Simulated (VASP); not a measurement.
BN (a cell with a defect):

```
B N
1.0
     7.46503    0.00000    0.00000
    -3.73252    6.46491    0.00000
     0.00000    0.00000    6.49548
B N
17 17
Direct
  0.11525 0.22144 0.25079
  0.23190 0.10278 0.75098
  0.11498 0.55431 0.25080
  0.23215 0.44365 0.75045
  0.11483 0.88774 0.25057
  0.21296 0.76652 0.75030
  0.44872 0.22181 0.25081
  0.53136 0.10556 0.75076
  0.44873 0.55441 0.25083
  0.44853 0.88780 0.25081
  0.55976 0.78443 0.75034
  0.78176 0.22140 0.25110
  0.89015 0.11911 0.75108
  0.78115 0.55438 0.25075
  0.87225 0.44137 0.75092
  0.78167 0.88779 0.25087
  0.88040 0.77955 0.75139
  0.12365 0.22014 0.75082
  0.22581 0.11038 0.25044
  0.10442 0.54635 0.75014
  0.22582 0.44374 0.25075
  0.10723 0.88289 0.75073
  0.22581 0.77708 0.25065
  0.55911 0.11047 0.25108
  0.45186 0.57068 0.74935
  0.55901 0.44369 0.25081
  0.43635 0.88655 0.75019
  0.55929 0.77728 0.25083
  0.76112 0.21999 0.75110
  0.89262 0.11067 0.25116
  0.77283 0.56402 0.75241
  0.89238 0.44380 0.25091
  0.78148 0.90082 0.75116
  0.89244 0.77722 0.25059
```

Base run:

| Item | Value |
| --- | --- |
| Program | VASP 6.6.1 |
| Functional | r2SCAN |
| Potentials or basis | VASP PAW PBE potentials, release 64 (B, N) |
| Cutoff | 580 eV |
| k mesh | 1 × 1 × 1, shifted |
| Occupations | fermi-dirac, width 0.01 eV |
| Spin | no spin polarisation |

Its results: band gap on the k mesh 0.87 eV; pressure 0.3 GPa; largest force 0.168 eV/Å.

Question: The run is repeated on the same cell with these changes: functional from r2SCAN to PBE; cutoff from 580 eV to 520 eV; occupations from fermi-dirac, width 0.01 eV to gaussian, width 0.01 eV. What comes out?

Answer: Band gap on the k mesh 0.75 eV; pressure 3.8 GPa; largest force 0.030 eV/Å.

Caveats: the PAW data sets were made with another functional, which shifts forces and pressure a little (at least some runs); semilocal functionals underestimate gaps, and a narrow one can read as zero (at least some runs).

A k mesh can miss the band edges.
